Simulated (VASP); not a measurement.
Input of a VASP 6.6.1 run:

Contents of INCAR:

```
SYSTEM = TiSiTe4
PREC     = Accurate       ! precision mode
ENCUT    = 520            ! plane-wave cutoff, eV
EDIFF    = 1E-7           ! SCF threshold, eV
ISMEAR   = 0              ! smearing method
SIGMA    = 0.1            ! smearing width, eV
LREAL    = .FALSE.        ! projectors in reciprocal space
LASPH    = .TRUE.         ! aspherical terms in the spheres
NELM     = 100            ! most SCF steps
ALGO     = Normal         ! electronic algorithm
ISIF     = 2              ! what is computed and relaxed
LWAVE    = .FALSE.        ! write WAVECAR
LCHARG   = .FALSE.        ! write CHGCAR
GGA      = PE             ! functional
NBANDS   = 29             ! bands
```

KPOINTS

```
regular mesh
0
G
  4 4 4
  0 0 0
```

File POSCAR:

```
TiSiTe4
1.0
    2.4882746939     -5.7174954889      0.0000000000
    2.4882746939      5.7174954889      0.0000000000
    0.0000000000      0.0000000000      5.3003136494
Ti Si Te
1 1 4
Direct
    0.0000000000      0.0000000000      0.0000000000
    0.5000000000      0.5000000000      0.5000000000
    0.6365409075      0.3634590925      0.0000000000
    0.1385862565      0.8614137435      0.5000000000
    0.8614137435      0.1385862565      0.5000000000
    0.3634590925      0.6365409075      0.0000000000
```

Potentials or basis: VASP PAW PBE potentials, release 64 (Ti_sv, Si, Te).

The run is started by

```bash
$ cat potpaw_PBE.64/Ti_sv/POTCAR potpaw_PBE.64/Si/POTCAR potpaw_PBE.64/Te/POTCAR > POTCAR
$ mpirun -np 1 vasp_std > vasp.out
```

Task: Estimate the largest force.

Result: 0.012 eV/Å.

Task: Estimate the band gap on the k mesh.

Result: Zero (band 20 reaches 8.28 eV, above the bottom of band 21 at 7.53 eV).

Stress tensor (GPa, compression positive):
```
-0.10  0.00  0.00
 0.00  0.02  0.00
 0.00  0.00 -0.14
```

Caveat: spin-orbit coupling is left out, which moves the levels of the heavy elements.
